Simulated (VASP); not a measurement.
Input of a VASP 6.6.1 run:

Contents of INCAR:

```
PREC = Accurate
ENCUT = 520
EDIFF = 1E-6
ISMEAR = 0
SIGMA = 0.05
LREAL = F
LASPH = T
NELM = 150
ALGO = Normal
ISIF = 2
LWAVE = F
LCHARG = F
LMAXMIX = 4
LDAU = T
LDAUTYPE = 2
LDAUL = -1 2 -1
LDAUU = 0 4 0
LDAUJ = 0 0 0
LDAUPRINT = 1
GGA = PE
NBANDS = 28
```

Contents of KPOINTS:

```
Automatic mesh
0
Gamma
  6 6 6
```

POSCAR

```
BaTiO3
1.0
    4.0082194129      0.0000000000      0.0000000000
    0.0000000000      2.8732814832      2.7416225185
    0.0000000000     -2.8732814832      2.7416225185
Ba Ti O
1 1 3
Direct
    0.0000000000      0.0080771898      0.0080771898
    0.5000000000      0.5197092923      0.5197092923
    0.0000000000      0.4916268263      0.4916268263
    0.5000000000      0.4938075436      0.9829991481
    0.5000000000      0.9829991481      0.4938075436
```

Potentials or basis: VASP PAW PBE potentials, release 64 (Ba_sv, Ti_sv, O).

The run is started by

```bash
$ cat potpaw_PBE.64/Ba_sv/POTCAR potpaw_PBE.64/Ti_sv/POTCAR potpaw_PBE.64/O/POTCAR > POTCAR
$ mpirun -np 1 vasp_std > vasp.out
```

What does it give for the band gap on the k mesh?

2.57 eV (least direct gap 2.89 eV).

What does it give for the pressure?

13.2 GPa.

Forces in eV/Å, atoms in the order of the input:
```
Ba   0.000  0.000 -0.170
Ti   0.000  0.000 -1.367
O    0.000  0.000  0.149
O    0.000 -0.708  0.694
O    0.000  0.708  0.694
```

Caveat: the cell differs from its parent crystal (strain +0.000 along x and y, -0.050 along z); the cell stands under pressure; spin-orbit coupling is left out, which moves the levels of the heavy elements; forces of over 1 eV/Å act on the atoms, so gaps and moduli don't describe the material at rest. A k mesh can miss the band edges.
